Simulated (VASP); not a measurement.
A run of VASP 6.6.1 is set up as follows.

The input INCAR:

```
PREC = Accurate
ENCUT = 600
EDIFF = 1E-6
ISMEAR = 1
SIGMA = 0.1
LREAL = F
LASPH = T
NELM = 80
ALGO = Normal
ISIF = 3
LWAVE = F
LCHARG = F
GGA = PE
IBRION = 2
NSW = 80
EDIFFG = -0.01
PSTRESS = -20.0
```

KPOINTS

```
Automatic mesh
0
Gamma
  13 13 13
```

POSCAR

```
Se
1.0
   -1.4038000000      1.4038000000      1.4038000000
    1.4038000000     -1.4038000000      1.4038000000
    1.4038000000      1.4038000000     -1.4038000000
Se
1
Direct
    0.0000000000      0.0000000000      0.0000000000
```

Potentials or basis: VASP PAW PBE potentials, release 64 (Se).

Launch:

```console
$ cat potpaw_PBE.64/Se/POTCAR > POTCAR
$ mpirun -np 1 vasp_std > vasp.out
```

Q: What does it give for the relaxed volume?

A: 20.89 Å³/atom.

Q: Predict the band gap on the k mesh.

A: Zero (band 3 reaches 8.00 eV, above the bottom of band 4 at 2.06 eV).

Q: What does it give for the space group after relaxing (to 0.05 Å)?

A: Im-3m (No. 229).

Q: Predict the relaxed cell.

A: a = 3.005 Å, b = 3.005 Å, c = 3.005 Å, α = 109.47°, β = 109.47°, γ = 109.47°.

Final structure:
```yaml
crystal:
  lattice:
    - [-1.73492, 1.73492, 1.73492]
    - [1.73492, -1.73492, 1.73492]
    - [1.73492, 1.73492, -1.73492]
  atoms:
    - { symbol: Se, position: [0.00000, 0.00000, 0.00000] }
```

Caveat: the cell is relaxed towards a set pressure, so the enthalpy falls and the energy may rise; the volume moved by over 15 % at a fixed basis, so the end points are rough. PBE usually gives volumes a little too large and moduli too small.
